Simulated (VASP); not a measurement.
# Si2Sn3 (P6/mmm) in VASP: single point with PBE

Aim: the single point of Si2Sn3 with PBE.

Everything below comes from runs of VASP 6.6.1. Logs are shortened: lines on timing, memory, paths and dates and some standing lists are left out, and cuts for length are marked.

**1. The cell of the first run**

The structure is hexagonal, space group P6/mmm (No. 191). Conventional cell: a = 3.109 Å, b = 3.109 Å, c = 14.186 Å, α = 90.00°, β = 90.00°, γ = 120.00°. Si (site symmetry 6mm) has 7 Si at 2.39 to 3.11 Å and 1 Sn at 2.76 Å within 3.2 Å. Within 3.6 Å of Sn (site symmetry 6mm) lie 1 Si at 2.76 Å and 7 Sn at 3.11 to 3.14 Å. Sn (site symmetry 6/mmm) has 8 Sn at 3.11 to 3.14 Å within 4.1 Å.

**2. Single point, PBE, collinear spin, ferrimagnetic start**

The input, INCAR:

```
SYSTEM = Si2Sn3
ALGO = Fast ; EDIFF = 1E-6
ENCUT = 520 ; GGA = PE
ISIF = 2 ; ISMEAR = 0
ISPIN = 2 ; LASPH = .TRUE.
LCHARG = .FALSE. ; LORBIT = 11
LREAL = .FALSE. ; LWAVE = .FALSE.
MAGMOM = -4 -2 -4 4 1 ; NBANDS = 37
NELM = 150 ; PREC = Accurate
SIGMA = 0.1
```

The input, KPOINTS:

```
k-points
0
G
  12 12 4
  0 0 0
```

The input, POSCAR:

```
Si2Sn3
1.0
    3.1093209176      0.0000000000      0.0000000000
   -1.5546604588      2.6927509032      0.0000000000
    0.0000000000      0.0000000000     14.1864746722
Si Sn
2 3
Direct
    0.0000000000      0.0000000000      0.5841636837
    0.0000000000      0.0000000000      0.4158363163
    0.0000000000      0.0000000000      0.7787592245
    0.0000000000      0.0000000000      0.0000000000
    0.0000000000      0.0000000000      0.2212407755
```

Potentials or basis: VASP PAW PBE potentials, release 64 (Si, Sn_d).

Command:

```sh
$ cat potpaw_PBE.64/Si/POTCAR potpaw_PBE.64/Sn_d/POTCAR > POTCAR
$ mpirun -np 1 vasp_std > vasp.out
```

OUTCAR:

```text
SYSTEM = Si2Sn3
   EDIFF = 1E-6
   ENCUT = 520
   GGA = PE
   ISIF = 2
   ISMEAR = 0
   ISPIN = 2
   LASPH = .TRUE.
   LORBIT = 11
   LREAL = .FALSE.
   NELM = 150
   PREC = Accurate

 ion  position               nearest neighbor table
   1  0.000  0.000  0.584-   2 2.39   3 2.76
   2  0.000  0.000  0.416-   1 2.39   5 2.76
   3  0.000  0.000  0.779-   1 2.76   4 3.14
   4  0.000  0.000  0.000-   3 3.14   5 3.14
   5  0.000  0.000  0.221-   2 2.76   4 3.14

  LATTYP: Found a hexagonal cell.
 ALAT       =     3.1093209176
 C/A-ratio  =     4.5625636749

  Lattice vectors:

 A1 = (   3.1093209176,   0.0000000000,   0.0000000000)
 A2 = (  -1.5546604588,   2.6927509032,   0.0000000000)
 A3 = (   0.0000000000,   0.0000000000,  14.1864746722)

Analysis of symmetry for initial positions (statically):
=====================================================================
 Subroutine PRICEL returns:
 Original cell was already a primitive cell.

 Routine SETGRP: Setting up the symmetry group for a
 hexagonal supercell.

 Subroutine GETGRP returns: Found 24 space group operations
 (whereof 24 operations were pure point group operations)
 out of a pool of 24 trial point group operations.

The static configuration has the point symmetry D_6h.

Analysis of symmetry for dynamics (positions and initial velocities):
=====================================================================
 Subroutine PRICEL returns:
 Original cell was already a primitive cell.

 Routine SETGRP: Setting up the symmetry group for a
 hexagonal supercell.

 Subroutine GETGRP returns: Found 24 space group operations
 (whereof 24 operations were pure point group operations)
 out of a pool of 24 trial point group operations.

The dynamic configuration has the point symmetry D_6h.

Analysis of structural, dynamic, and magnetic symmetry:
=====================================================================
 Subroutine PRICEL returns:
 Original cell was already a primitive cell.

 Routine SETGRP: Setting up the symmetry group for a
 hexagonal supercell.

 Subroutine GETGRP returns: Found 12 space group operations
 (whereof 12 operations were pure point group operations)
 out of a pool of 24 trial point group operations.

The overall configuration has the point symmetry C_6v.

 Subroutine INISYM returns: Found 12 space group operations
 (whereof 12 operations are pure point group operations),
 and found     1 'primitive' translations

----------------------------------------------------------------------------------------

                                     Primitive cell

  volume of cell :     118.7781

  direct lattice vectors                    reciprocal lattice vectors
     3.109320918  0.000000000  0.000000000     0.321613634  0.185683718  0.000000000
    -1.554660459  2.692750903  0.000000000     0.000000000  0.371367436  0.000000000
     0.000000000  0.000000000 14.186474672     0.000000000  0.000000000  0.070489676

  length of vectors
     3.109320918  3.109320918 14.186474672     0.371367436  0.371367436  0.070489676

  position of ions in fractional coordinates (direct lattice)
     0.000000000  0.000000000  0.584163684
     0.000000000  0.000000000  0.415836316
     0.000000000  0.000000000  0.778759224
     0.000000000  0.000000000  0.000000000
     0.000000000  0.000000000  0.221240776

  ion indices of the primitive-cell ions
   primitive index   ion index
                 1           1
                 2           2
                 3           3
                 4           4
                 5           5

----------------------------------------------------------------------------------------

 KPOINTS: k-points

Automatic generation of k-mesh.
 Grid dimensions read from file:
 generate k-points for:   12   12    4

 Generating k-lattice:

  Cartesian coordinates                     Fractional coordinates (reciprocal lattice)
     0.026801136  0.015473643  0.000000000     0.083333333 -0.000000000  0.000000000
     0.000000000  0.030947286  0.000000000     0.000000000  0.083333333  0.000000000
     0.000000000  0.000000000  0.017622419     0.000000000  0.000000000  0.250000000

  Length of vectors
     0.030947286  0.030947286  0.017622419

  Shift w.r.t. Gamma in fractional coordinates (k-lattice)
     0.000000000  0.000000000  0.000000000

 Subroutine IBZKPT returns following result:
 ===========================================

 Found     57 irreducible k-points:

 Following reciprocal coordinates:
            Coordinates               Weight
  0.000000  0.000000  0.000000      1.000000
  0.083333  0.000000  0.000000      6.000000
  0.166667  0.000000  0.000000      6.000000
  0.250000  0.000000  0.000000      6.000000
  0.333333  0.000000  0.000000      6.000000
  0.416667  0.000000  0.000000      6.000000
[... 16 lines left out ...]
  0.250000  0.000000  0.250000     12.000000
  0.333333  0.000000  0.250000     12.000000
 [... further k-points ...]
   k-points           NKPTS =     57   k-points in BZ     NKDIM =     57   number of bands    NBANDS=     37
   number of dos      NEDOS =    301   number of ions     NIONS =      5
   total plane-waves  NPLWV =  62208
   dimension x,y,z NGX =    24 NGY =   24 NGZ =  108
   dimension x,y,z NGXF=    48 NGYF=   48 NGZF=  216
   ions per type =               2   3
   NGX,Y,Z   is equivalent  to a cutoff of  12.83, 12.83, 12.66 a.u.
   NGXF,Y,Z  is equivalent  to a cutoff of  25.66, 25.66, 25.31 a.u.
 SYSTEM =  Si2Sn3
   PREC   = accura    normal or accurate (medium, high low for compatibility)
   ISTART =      0    job   : 0-new  1-cont  2-samecut
   ICHARG =      2    charge: 1-file 2-atom 10-const
   ISPIN  =      2    spin polarized calculation?
   LNONCOLLINEAR =      F non collinear calculations
   LSORBIT =      F    spin-orbit coupling
   LASPH  =      T    aspherical Exc in radial PAW
   ENCUT  =  520.0 eV  38.22 Ry    6.18 a.u.   5.78  5.78 26.38*2*pi/ulx,y,z
   NELM   =    150;   NELMIN=  2; NELMDL= -5     # of ELM steps
   EDIFF  = 0.1E-05   stopping-criterion for ELM
   LREAL  =      F    real-space projection
   EDIFFG = 0.1E-04   stopping-criterion for IOM
   NSW    =      0    number of steps for IOM
   IBRION =     -1    ionic relax: 0-MD 1-quasi-New 2-CG
   NFREE  =      0    steps in history (QN), initial steepest desc. (CG)
   ISIF   =      2    stress and relaxation
   ISYM   =      2    0-nonsym 1-usesym 2-fastsym
   POTIM  = 0.5000    time-step for ionic-motion
   TEBEG  =    0.0;   TEEND  =   0.0 temperature during run
   PSTRESS=    0.0 pullay stress
   NELECT =      50.0000    total number of electrons
   NUPDOWN=      -1.0000    fix difference up-down
   EMIN   =  10.00;   EMAX   =-10.00  energy-range for DOS
   EFERMI =   0.00;   METHOD = LEGACY
   ISMEAR =     0;   SIGMA  =   0.10  broadening in eV -4-tet -1-fermi 0-gaus
   EFERMI_NEDOS =   21; number of points for ismear=-14 and -15
   IALGO  =     68    algorithm
   IMIX   =      4    mixing-type and parameters
     AMIX     =   0.40;   BMIX     =  1.00
     AMIX_MAG =   1.60;   BMIX_MAG =  1.00
  volume/ion in A,a.u.               =      23.76       160.31
  Fermi-wavevector in a.u.,A,eV,Ry     =   1.226929  2.318560 20.481595  1.505355
  Thomas-Fermi vector in A             =   2.361911
   LORBIT       =     11    0 simple, 1 ext, 2 COOP (PROOUT), +10 PAW based schemes
   GGA     = PE    functional components
   LHFCALC =     F    Hartree Fock is set to
   AEXX    =    0.0000 exact exchange contribution
   IVDW    =     0    specifies the selected vdW correction
   LEPSILON=     F    determine dielectric tensor
   LRPA    =     F    only Hartree local field effects (RPA)
 spin polarized calculation
 RMM-DIIS sequential band-by-band and
 Gauss-broadening in eV      SIGMA  =   0.10
  energy-cutoff  :      520.00
  volume of cell :      118.78
 maximum number of plane-waves:      3224
 NGX is ok and might be reduce to    24
   NGX = 11   NGY = 11   NGZ = 53

 number of electron      50.0000005 magnetization      -0.0010541

 Free energy of the ion-electron system (eV)
  ---------------------------------------------------
  ext. energy  EPLUGINS =         0.00000000
  ---------------------------------------------------
  free energy    TOTEN  =       -20.49031026 eV

  energy without entropy =      -20.47293684  energy(sigma->0) =      -20.48162355

 E-fermi :   7.5899     XC(G=0): -10.2456

 val. band max:        7.5677204637   @ k =   0.3333   0.1667   0.5000
 cond. band min:       7.6068584489   @ k =   0.3333   0.3333   0.2500
 fundamental gap:      0.0391379852
 Fermi energy:         7.5899294957

 spin component 1

 k-point     1 :       0.0000    0.0000    0.0000
  band No.  band energies     occupation
      1     -14.0847      1.00000
      2     -13.9938      1.00000
      3     -13.9785      1.00000
      4     -13.9785      1.00000
      5     -13.9740      1.00000
      6     -13.9740      1.00000
[... 29 lines left out ...]
     36      17.8399      0.00000
     37      18.2841      0.00000
[... 918 lines left out ...]
     36      14.4501      0.00000
     37      14.6983      0.00000

 [... further k-points ...]

 spin component 2

 k-point     1 :       0.0000    0.0000    0.0000
  band No.  band energies     occupation
      1     -14.0847      1.00000
      2     -13.9938      1.00000
      3     -13.9785      1.00000
      4     -13.9785      1.00000
      5     -13.9740      1.00000
      6     -13.9740      1.00000
[... 29 lines left out ...]
     36      17.7598      0.00000
     37      19.3523      0.00000
[... 918 lines left out ...]
     36      14.4948      0.00000
     37      15.0746      0.00000

 [... further k-points ...]
[... 5 lines left out ...]
  --------------------------------------------------------------------------------------
  -------------------------------------------------------------------------------------
  Total       -0.0209994     -0.0209994     -0.0258146      0.0000000     -0.0000000      0.0000000
  in kB       -0.2832568     -0.2832568     -0.3482091      0.0000000     -0.0000000      0.0000000
  external PRESSURE =      -0.3049075 kB  Pullay stress =       0.0000000 kB

 VOLUME and BASIS-vectors are now :
 -----------------------------------------------------------------------------
  energy-cutoff  :      520.00
  volume of cell :      118.78
      direct lattice vectors                 reciprocal lattice vectors
     3.109320918  0.000000000  0.000000000     0.321613634  0.185683718  0.000000000
    -1.554660459  2.692750903  0.000000000     0.000000000  0.371367436  0.000000000
     0.000000000  0.000000000 14.186474672     0.000000000  0.000000000  0.070489676

 POSITION                                       TOTAL-FORCE (eV/Angst)
 -----------------------------------------------------------------------------------
      0.00000      0.00000      8.28722        -0.000000     -0.000000     -0.001594
      0.00000      0.00000      5.89925        -0.000000     -0.000000      0.001834
      0.00000      0.00000     11.04785        -0.000000      0.000000      0.000212
      0.00000      0.00000      0.00000         0.000000     -0.000000      0.000385
      0.00000      0.00000      3.13863         0.000000     -0.000000     -0.000837
 -----------------------------------------------------------------------------------
    total drift:                                0.000000      0.000000     -0.000375

  FREE ENERGIE OF THE ION-ELECTRON SYSTEM (eV)
  ---------------------------------------------------
  free  energy   TOTEN  =       -20.4903102647 eV

  energy  without entropy=      -20.4729368450  energy(sigma->0) =      -20.48162355

 total charge

# of ion       s       p       d       tot
------------------------------------------
    1        0.833   0.691   0.000   1.524
    2        0.833   0.691   0.000   1.524
    3        1.240   1.033   9.993  12.267
    4        1.259   1.006   9.984  12.249
    5        1.240   1.033   9.993  12.266
--------------------------------------------------
tot          5.404   4.455  29.971  39.830

 magnetization (x)

# of ion       s       p       d       tot
------------------------------------------
    1       -0.000  -0.000   0.000  -0.000
    2       -0.000  -0.000   0.000  -0.000
    3       -0.000  -0.000  -0.000  -0.000
    4       -0.000   0.000   0.000  -0.000
    5       -0.000  -0.000  -0.000  -0.000
--------------------------------------------------
tot         -0.000  -0.000  -0.000  -0.000
```

Wall time 5.5 min (1 thread of Intel Xeon 6975P-C (Granite Rapids), shared host); peak memory 0.51 GiB.

Results:

```
Free energy                                           : -20.4903 eV
Pressure                                              : 0.0 GPa
Band gap on the k mesh                                : zero (filled and empty bands overlap)
Net moment                                            : 0.00 μB per cell
Valence electrons inside the program's atomic spheres : Si 1.52; Sn 12.27, 12.25
```

Caveat: spin-orbit coupling is left out, which moves the levels of the heavy elements.
